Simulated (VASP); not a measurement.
Here is a VASP 6.6.1 calculation.

Contents of INCAR:

```
SYSTEM = Sn3Se
  ALGO = Normal
  EDIFF = 1E-6
  ENCUT = 520
  GGA = PS
  ISIF = 2
  ISMEAR = 0
  LASPH = .TRUE.
  LCHARG = .FALSE.
  LREAL = .FALSE.
  LWAVE = .FALSE.
  NBANDS = 32
  NELM = 100
  PREC = Accurate
  SIGMA = 0.1
```

Contents of KPOINTS:

```
k-points
0
G
  10 10 10
  0 0 0
```

File POSCAR:

```
Sn3Se
1.0
    4.7318736353      0.0000000000      0.0000000000
    0.0000000000      4.7318736353      0.0000000000
    0.0000000000      0.0000000000      4.7318736353
Sn Se
3 1
Direct
    0.0000000000      0.5000000000      0.5000000000
    0.5000000000      0.0000000000      0.5000000000
    0.5000000000      0.5000000000      0.0000000000
    0.0000000000      0.0000000000      0.0000000000
```

Potentials or basis: VASP PAW PBE potentials, release 64 (Sn_d, Se).

Run with:

```sh
$ cat potpaw_PBE.64/Sn_d/POTCAR potpaw_PBE.64/Se/POTCAR > POTCAR
$ mpirun -np 1 vasp_std > vasp.out
```

Predict the band gap on the k mesh.

zero (bands 24 and 25 overlap by 2.46 eV).

Estimate the pressure.

-2.3 GPa.

Caveat: the cell differs from its parent crystal (strained); the PAW data sets were made with another functional, which shifts forces and pressure a little; spin-orbit coupling is left out, which moves the levels of the heavy elements.
